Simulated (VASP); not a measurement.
# W (Pbcm) in VASP: settings compared

Aim: see how the results for W move with the level of theory and the settings. Levels: PBE, LDA. Tasks: single point.

Program: VASP 6.6.1. These are calculated values, not measurements. Logs are shortened: lines on timing, memory, paths and dates and some standing lists are left out, and cuts for length are marked.

**1. The cell of the first run**

Symmetry: Pbcm, No. 57, orthorhombic system. The conventional cell has a = 2.847 Å, b = 4.928 Å, c = 4.988 Å, α = 90.00°, β = 90.00°, γ = 90.00°. W (site symmetry m) has 12 W at 2.73 to 3.10 Å within 3.6 Å.

**2. Single point, PBE**

File INCAR:

```
PREC = Accurate
ENCUT = 520
EDIFF = 1E-6
ISMEAR = -1
SIGMA = 0.05
LREAL = F
LASPH = T
NELM = 80
ALGO = Fast
ISIF = 2
LWAVE = F
LCHARG = F
GGA = PE
NBANDS = 36
```

File KPOINTS:

```
regular mesh
0
Gamma
  9 6 6
```

File POSCAR:

```
W
1.0
    2.8466354769      0.0000000000      0.0000000000
    0.0000000000      4.9278756295      0.0000000000
    0.0000000000      0.0000000000      4.9884878908
W
4
Direct
    0.7931720000      0.9368430000      0.7500000000
    0.2068280000      0.4368430000      0.7500000000
    0.2068280000      0.0631570000      0.2500000000
    0.7931720000      0.5631570000      0.2500000000
```

Potentials or basis: VASP PAW PBE potentials, release 64 (W_sv).

On the command line:

```sh
> cat potpaw_PBE.64/W_sv/POTCAR > POTCAR
> mpirun -np 1 vasp_std > vasp.out
```

OUTCAR:

```text
PREC = Accurate
   ENCUT = 520
   EDIFF = 1E-6
   ISMEAR = -1
   LREAL = F
   LASPH = T
   NELM = 80
   ISIF = 2
   GGA = PE

 ion  position               nearest neighbor table
   1  0.793  0.937  0.750-   2 2.73   2 2.73   3 2.83   3 2.83   2 2.98   2 2.98   3 3.07   3 3.07
                             4 3.10   4 3.10
   2  0.207  0.437  0.750-   1 2.73   1 2.73   4 2.83   4 2.83   1 2.98   1 2.98   4 3.07   4 3.07
                             3 3.10   3 3.10
   3  0.207  0.063  0.250-   4 2.73   4 2.73   1 2.83   1 2.83   4 2.98   4 2.98   1 3.07   1 3.07
                             2 3.10   2 3.10
   4  0.793  0.563  0.250-   3 2.73   3 2.73   2 2.83   2 2.83   3 2.98   3 2.98   2 3.07   2 3.07
                             1 3.10   1 3.10

  LATTYP: Found a simple orthorhombic cell.
 ALAT       =     2.8466354769
 B/A-ratio  =     1.7311228183
 C/A-ratio  =     1.7524154151

  Lattice vectors:

 A1 = (   2.8466354769,   0.0000000000,   0.0000000000)
 A2 = (   0.0000000000,   4.9278756295,   0.0000000000)
 A3 = (   0.0000000000,   0.0000000000,   4.9884878908)

Analysis of symmetry for initial positions (statically):
=====================================================================
 Subroutine PRICEL returns:
 Original cell was already a primitive cell.

 Routine SETGRP: Setting up the symmetry group for a
 simple orthorhombic supercell.

 Subroutine GETGRP returns: Found  8 space group operations
 (whereof  2 operations were pure point group operations)
 out of a pool of  8 trial point group operations.

The static configuration has the point symmetry S_2 .
 The point group associated with its full space group is D_2h.

Analysis of symmetry for dynamics (positions and initial velocities):
=====================================================================
 Subroutine PRICEL returns:
 Original cell was already a primitive cell.

 Routine SETGRP: Setting up the symmetry group for a
 simple orthorhombic supercell.

 Subroutine GETGRP returns: Found  8 space group operations
 (whereof  2 operations were pure point group operations)
 out of a pool of  8 trial point group operations.

The dynamic configuration has the point symmetry S_2 .
 The point group associated with its full space group is D_2h.

 Subroutine INISYM returns: Found  8 space group operations
 (whereof  2 operations are pure point group operations),
 and found     1 'primitive' translations

----------------------------------------------------------------------------------------

                                     Primitive cell

  volume of cell :      69.9778

  direct lattice vectors                    reciprocal lattice vectors
     2.846635477  0.000000000  0.000000000     0.351291905  0.000000000  0.000000000
     0.000000000  4.927875629  0.000000000     0.000000000  0.202927199  0.000000000
     0.000000000  0.000000000  4.988487891     0.000000000  0.000000000  0.200461547

  length of vectors
     2.846635477  4.927875629  4.988487891     0.351291905  0.202927199  0.200461547

  position of ions in fractional coordinates (direct lattice)
     0.793172000  0.936843000  0.750000000
     0.206828000  0.436843000  0.750000000
     0.206828000  0.063157000  0.250000000
     0.793172000  0.563157000  0.250000000

  ion indices of the primitive-cell ions
   primitive index   ion index
                 1           1
                 2           2
                 3           3
                 4           4

----------------------------------------------------------------------------------------

 KPOINTS: regular mesh

Automatic generation of k-mesh.
 Grid dimensions read from file:
 generate k-points for:    9    6    6

 Generating k-lattice:

  Cartesian coordinates                     Fractional coordinates (reciprocal lattice)
     0.039032434  0.000000000  0.000000000     0.111111111  0.000000000  0.000000000
     0.000000000  0.033821200  0.000000000     0.000000000  0.166666667  0.000000000
     0.000000000  0.000000000  0.033410258     0.000000000  0.000000000  0.166666667

  Length of vectors
     0.039032434  0.033821200  0.033410258

  Shift w.r.t. Gamma in fractional coordinates (k-lattice)
     0.000000000  0.000000000  0.000000000

 Subroutine IBZKPT returns following result:
 ===========================================

 Found     80 irreducible k-points:

 Following reciprocal coordinates:
            Coordinates               Weight
  0.000000  0.000000  0.000000      1.000000
  0.111111  0.000000  0.000000      2.000000
  0.222222  0.000000  0.000000      2.000000
  0.333333  0.000000  0.000000      2.000000
  0.444444  0.000000  0.000000      2.000000
  0.000000  0.166667  0.000000      2.000000
[... 16 lines left out ...]
  0.222222  0.000000  0.166667      4.000000
  0.333333  0.000000  0.166667      4.000000
 [... further k-points ...]
   k-points           NKPTS =     80   k-points in BZ     NKDIM =     80   number of bands    NBANDS=     36
   number of dos      NEDOS =    301   number of ions     NIONS =      4
   total plane-waves  NPLWV =  38400
   dimension x,y,z NGX =    24 NGY =   40 NGZ =   40
   dimension x,y,z NGXF=    48 NGYF=   80 NGZF=   80
   ions per type =               4
   NGX,Y,Z   is equivalent  to a cutoff of  14.02, 13.49, 13.33 a.u.
   NGXF,Y,Z  is equivalent  to a cutoff of  28.03, 26.99, 26.66 a.u.
 SYSTEM =  unknown system
   PREC   = accura    normal or accurate (medium, high low for compatibility)
   ISTART =      0    job   : 0-new  1-cont  2-samecut
   ICHARG =      2    charge: 1-file 2-atom 10-const
   ISPIN  =      1    spin polarized calculation?
   LNONCOLLINEAR =      F non collinear calculations
   LSORBIT =      F    spin-orbit coupling
   LASPH  =      T    aspherical Exc in radial PAW
   ENCUT  =  520.0 eV  38.22 Ry    6.18 a.u.   5.29  9.16  9.28*2*pi/ulx,y,z
   NELM   =     80;   NELMIN=  2; NELMDL= -5     # of ELM steps
   EDIFF  = 0.1E-05   stopping-criterion for ELM
   LREAL  =      F    real-space projection
   EDIFFG = 0.1E-04   stopping-criterion for IOM
   NSW    =      0    number of steps for IOM
   IBRION =     -1    ionic relax: 0-MD 1-quasi-New 2-CG
   NFREE  =      0    steps in history (QN), initial steepest desc. (CG)
   ISIF   =      2    stress and relaxation
   ISYM   =      2    0-nonsym 1-usesym 2-fastsym
   POTIM  = 0.5000    time-step for ionic-motion
   TEBEG  =    0.0;   TEEND  =   0.0 temperature during run
   PSTRESS=    0.0 pullay stress
   NELECT =      56.0000    total number of electrons
   NUPDOWN=      -1.0000    fix difference up-down
   EMIN   =  10.00;   EMAX   =-10.00  energy-range for DOS
   EFERMI =   0.00;   METHOD = LEGACY
   ISMEAR =    -1;   SIGMA  =   0.05  broadening in eV -4-tet -1-fermi 0-gaus
   EFERMI_NEDOS =   21; number of points for ismear=-14 and -15
   IALGO  =     68    algorithm
   IMIX   =      4    mixing-type and parameters
     AMIX     =   0.40;   BMIX     =  1.00
     AMIX_MAG =   1.60;   BMIX_MAG =  1.00
  volume/ion in A,a.u.               =      17.49       118.06
  Fermi-wavevector in a.u.,A,eV,Ry     =   1.519908  2.872210 31.431100  2.310121
  Thomas-Fermi vector in A             =   2.628830
   LORBIT       =      0    0 simple, 1 ext, 2 COOP (PROOUT), +10 PAW based schemes
   GGA     = PE    functional components
   LHFCALC =     F    Hartree Fock is set to
   AEXX    =    0.0000 exact exchange contribution
   IVDW    =     0    specifies the selected vdW correction
   LEPSILON=     F    determine dielectric tensor
   LRPA    =     F    only Hartree local field effects (RPA)
 non-spin polarized calculation
 RMM-DIIS sequential band-by-band and
  energy-cutoff  :      520.00
  volume of cell :       69.98
 maximum number of plane-waves:      1902
 NGX is ok and might be reduce to    24
   NGX = 11   NGY = 19   NGZ = 19

 number of electron      56.0000001 magnetization

 Free energy of the ion-electron system (eV)
  ---------------------------------------------------
  ext. energy  EPLUGINS =         0.00000000
  ---------------------------------------------------
  free energy    TOTEN  =       -49.72228058 eV

  energy without entropy =      -49.69463060  energy(sigma->0) =      -49.70845559

 E-fermi :   9.7930     XC(G=0): -13.0609

 val. band max:        9.7903600135   @ k =   0.2222   0.1667   0.0000
 cond. band min:       9.8004592416   @ k =   0.3333   0.5000   0.0000
 fundamental gap:      0.0100992281
 Fermi energy:         9.7929648703

 k-point     1 :       0.0000    0.0000    0.0000
  band No.  band energies     occupation
      1     -64.1410      2.00000
      2     -64.0771      2.00000
      3     -64.0490      2.00000
      4     -64.0083      2.00000
      5     -28.8173      2.00000
      6     -28.7778      2.00000
[... 28 lines left out ...]
     35      13.6885      0.00000
     36      14.0465      0.00000

 k-point     2 :       0.1111    0.0000    0.0000
  band No.  band energies     occupation
      1     -64.1338      2.00000
      2     -64.0723      2.00000
      3     -64.0454      2.00000
      4     -64.0071      2.00000
      5     -28.7876      2.00000
      6     -28.7516      2.00000
[... 28 lines left out ...]
     35      13.2286      0.00000
     36      13.6196      0.00000

 k-point     3 :       0.2222    0.0000    0.0000
  band No.  band energies     occupation
      1     -64.1150      2.00000
      2     -64.0601      2.00000
      3     -64.0365      2.00000
      4     -64.0048      2.00000
      5     -28.7065      2.00000
      6     -28.6800      2.00000
[... 28 lines left out ...]
     35      12.8189      0.00000
     36      13.3728      0.00000
[... 742 lines left out ...]
 k-point    23 :       0.2222    0.0000    0.1667
  band No.  band energies     occupation
      1     -64.1114      2.00000
      2     -64.0638      2.00000
      3     -64.0344      2.00000
      4     -64.0069      2.00000
      5     -28.7115      2.00000
      6     -28.6432      2.00000
[... 28 lines left out ...]
     35      12.3576      0.00000
     36      13.3347      0.00000

 k-point    24 :       0.3333    0.0000    0.1667
  band No.  band energies     occupation
      1     -64.0887      2.00000
      2     -64.0489      2.00000
      3     -64.0252      2.00000
      4     -64.0055      2.00000
      5     -28.6007      2.00000
      6     -28.5784      2.00000
[... 28 lines left out ...]
     35      12.7179      0.00000
     36      13.3646      0.00000

 [... further k-points ...]

------------------------ aborting loop because EDIFF is reached ----------------------------------------

  FORCE on cell =-STRESS in cart. coord.  units (eV):
  Direction    XX          YY          ZZ          XY          YZ          ZX
  --------------------------------------------------------------------------------------
  -------------------------------------------------------------------------------------
  Total       -5.2566401     -5.5167175     -5.1051131      0.0000000      0.0000000      0.0000000
  in kB     -120.3533849   -126.3079846   -116.8840988      0.0000000      0.0000000      0.0000000
  external PRESSURE =    -121.1818228 kB  Pullay stress =       0.0000000 kB

 VOLUME and BASIS-vectors are now :
 -----------------------------------------------------------------------------
  energy-cutoff  :      520.00
  volume of cell :       69.98
      direct lattice vectors                 reciprocal lattice vectors
     2.846635477  0.000000000  0.000000000     0.351291905  0.000000000  0.000000000
     0.000000000  4.927875629  0.000000000     0.000000000  0.202927199  0.000000000
     0.000000000  0.000000000  4.988487891     0.000000000  0.000000000  0.200461547

 POSITION                                       TOTAL-FORCE (eV/Angst)
 -----------------------------------------------------------------------------------
      2.25787      4.61665      3.74137         0.081346      0.066560      0.000000
      0.58876      2.15271      3.74137        -0.081346      0.066560     -0.000000
      0.58876      0.31123      1.24712        -0.081346     -0.066560     -0.000000
      2.25787      2.77517      1.24712         0.081346     -0.066560      0.000000
 -----------------------------------------------------------------------------------
    total drift:                                0.000000     -0.000000     -0.000000

  FREE ENERGIE OF THE ION-ELECTRON SYSTEM (eV)
  ---------------------------------------------------
  free  energy   TOTEN  =       -49.7222805844 eV

  energy  without entropy=      -49.6946305992  energy(sigma->0) =      -49.70845559
```

It took 3.9 min on 1 thread of Intel Xeon 8259CL, shared host; peak memory 0.28 GiB.

What came out:

| Property | Result |
| --- | --- |
| Free energy | -49.7223 eV |
| Pressure | -12.1 GPa |
| Largest force | 0.105 eV/Å |
| Band gap on the k mesh | zero (bands 28 and 29 overlap by 1.15 eV) |

Forces in eV/Å, atoms in the order of the input:
```
W    0.081  0.067  0.000
W   -0.081  0.067  0.000
W   -0.081 -0.067  0.000
W    0.081 -0.067  0.000
```

Stress tensor (GPa, compression positive):
```
-12.04   0.00   0.00
  0.00 -12.63   0.00
  0.00   0.00 -11.69
```

Caveat: the cell stands under tension; spin-orbit coupling is left out, which moves the levels of the heavy elements.

(Continued in part 2 of 2.)
